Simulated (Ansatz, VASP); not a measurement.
# Two plane-wave programs on BaTiO3

```xyz
5
Lattice="3.9998 0.0000 0.0000 0.0000 3.9998 0.0000 0.0000 0.0000 4.0180" Properties=species:S:1:pos:R:3 pbc="T T T"
Ba    0.0000    0.0000    0.0000
Ti    1.9999    1.9999    1.9688
O     1.9999    1.9999    0.0763
O     1.9999    0.0000    2.0773
O     0.0000    1.9999    2.0773
```

Alike in both runs: task single point; functional PBE; k mesh 6 × 6 × 6; occupations fermi-dirac, width 0.02 eV; no spin polarisation; Hubbard terms Ti d U = 3.0 eV.

|  | VASP | Ansatz |
| --- | --- | --- |
| version | VASP 6.6.1 | Ansatz 0.2.0 |
| potentials or method | VASP PAW PBE potentials, release 64 (Ba_sv, Ti_sv, O) | plane waves, PAW |
| plane-wave cutoff (eV) | 520 | 420 |
| valence electrons in the cell | 40 | 40 |

```tsv
	VASP	Ansatz	Ansatz less VASP
gap on the k mesh at the Fermi level (eV)	2.12	2.17	+0.048
```

The programs project onto different local orbitals, so the same U acts differently, and such runs can settle in different states.

Neither program's run includes spin-orbit coupling.
